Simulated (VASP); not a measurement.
The system is CaNb.

```
CELL_PARAMETERS angstrom
3.56373 0.00000 0.00000
0.00000 3.56373 0.00000
0.00000 0.00000 3.56373
ATOMIC_POSITIONS crystal
Ca 0.00000 0.00000 0.00000
Nb 0.50000 0.50000 0.50000
```

```yaml
Program: VASP 6.6.1
Task: relaxation of cell and atoms
Functional: PBE
Potentials_or_basis: VASP PAW PBE potentials, release 64 (Ca_sv, Nb_sv)
Cutoff: 600 eV
k_mesh: 6 × 6 × 6
Occupations: gaussian, width 0.1 eV
Spin: no spin polarisation
```

At the start: pressure 5.8 GPa; volume 22.63 Å³/atom.

Problem. How do energy, volume and symmetry change on relaxing?

Solution. Over 3 steps the energy falls by 40.2 meV/atom and the volume is 24.97 Å³/atom (+10.3 %); space group Pm-3m (No. 221, to 0.1 Å) before and after.

The path:
| step | energy change (eV) | largest force (eV/Å) | pressure (GPa) | volume (Å³) |
| --- | --- | --- | --- | --- |
| 1 | 0.0000 | 0.0000 | 5.85 | 45.26 |
| 2 | -0.0776 | 0.0000 | -0.93 | 50.89 |
| 3 | -0.0804 | 0.0000 | 0.02 | 49.94 |

Final structure:
```
Ca Nb
1.0
     3.68250    0.00000    0.00000
     0.00000    3.68250    0.00000
     0.00000    0.00000    3.68250
Ca Nb
1 1
Direct
  0.00000 0.00000 0.00000
  0.50000 0.50000 0.50000
```
